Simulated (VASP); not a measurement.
**P: single point with PBEsol**

The system is P.

```
CELL_PARAMETERS angstrom
0.00000 2.27204 2.27204
2.27204 0.00000 2.27204
2.27204 2.27204 0.00000
ATOMIC_POSITIONS crystal
P 0.87500 0.87500 0.87500
P 0.12500 0.12500 0.12500
```

This isn't the form of P at room conditions, which is orthorhombic.

| Property | Result |
| --- | --- |
| Program | VASP 6.6.1 |
| Task | single point |
| Functional | PBEsol |
| Potentials or basis | VASP PAW PBE potentials, release 64 (P) |
| Cutoff | 520 eV |
| k mesh | 12 × 12 × 12 |
| Occupations | fermi-dirac, width 0.08 eV |
| Spin | no spin polarisation |

```yaml
Pressure: 85.0 GPa
Band_gap_on_the_k_mesh: zero (bands 5 and 6 overlap by 4.65 eV)
```

Levels at points of the mesh, in eV from the Fermi level:
```csv
k point,band 3,band 4,band 5,band 6,band 7,band 8
"(0.00, 0.00, 0.00)",-4.29,-4.29,-0.55,-0.55,-0.55,3.24
"(0.50, 0.00, 0.00)",-5.89,-5.89,-0.98,0.35,0.35,6.74
"(0.50, 0.50, 0.00)",-8.20,-8.20,-3.10,-3.10,10.49,10.49
```

Run time: 17 s on 1 thread of Intel(R) Xeon(R) Platinum 8375C CPU @ 2.90GHz (Ice Lake) (shared host), peak memory 0.13 GiB.

Caveat: the cell stands under pressure; the PAW data sets were made with another functional, which shifts forces and pressure a little.
